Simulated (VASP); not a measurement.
A run of VASP 6.6.1 is set up as follows.

INCAR

```
PREC = Accurate
ENCUT = 600
EDIFF = 1E-6
ISMEAR = -1
SIGMA = 0.0012
LREAL = F
LASPH = T
NELM = 120
ALGO = Normal
ISIF = 2
LWAVE = F
LCHARG = F
GGA = PE
NBANDS = 16
GGA_COMPAT = F
```

File KPOINTS:

```
Automatic mesh
0
Gamma
  6 6 6
```

The input POSCAR:

```
CdO
1.0
    0.0000000000      2.3609927699      2.3609927699
    2.3609927699      0.0000000000      2.3609927699
    2.3609927699      2.3609927699      0.0000000000
Cd O
1 1
Direct
    0.0000000000      0.0000000000      0.0000000000
    0.5000000000      0.5000000000      0.5000000000
```

Potentials or basis: VASP PAW PBE potentials, release 64 (Cd, O).

The run is started by

```sh
$ cat potpaw_PBE.64/Cd/POTCAR potpaw_PBE.64/O/POTCAR > POTCAR
$ mpirun -np 1 vasp_std > vasp.out
```

Q: What does it give for the band gap on the k mesh?

A: Zero (band 9 reaches 1.90 eV, above the bottom of band 10 at 1.44 eV).

Q: What does it give for the pressure?

A: 5.1 GPa.

Caveat: the k points lie up to 0.38 Å⁻¹ apart.
